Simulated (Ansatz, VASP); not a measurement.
## MnS in VASP and in Ansatz

```xyz
4
Lattice="3.9760 0.0000 0.0000 -1.9880 3.4433 0.0000 0.0000 0.0000 6.4320" Properties=species:S:1:pos:R:3 pbc="T T T"
Mn    0.0000    2.2955    0.0000
Mn    1.9880    1.1478    3.2160
S     0.0000    2.2955    2.4763
S     1.9880    1.1478    5.6923
```

Alike in both runs: task single point; functional PBE; k mesh 8 × 8 × 5; occupations fermi-dirac, width 0.05 eV; no spin polarisation.

```csv
,VASP,Ansatz
version,VASP 6.6.1,Ansatz 0.2.0
potentials or method,"VASP PAW PBE potentials, release 64 (Mn_pv, S), cutoff 520 eV",PAW plane waves
valence electrons in the cell,38,42
```

|  | VASP | Ansatz | Ansatz less VASP |
| --- | --- | --- | --- |
| pressure (GPa) | -20.1 | -20.2 | -0.10 |
| traceless stress, the component that is largest in VASP (GPa) | 0.89 | 0.92 | +0.026 |
| rms of the force components (eV/Å) | 0.110 | 0.110 | -0.0002 |

Atom by atom the forces differ by 0.000 eV/Å (rms over components). VASP's potentials hold 38 valence electrons a cell and Ansatz's 42, so a difference there can come from the potentials and not from the codes.
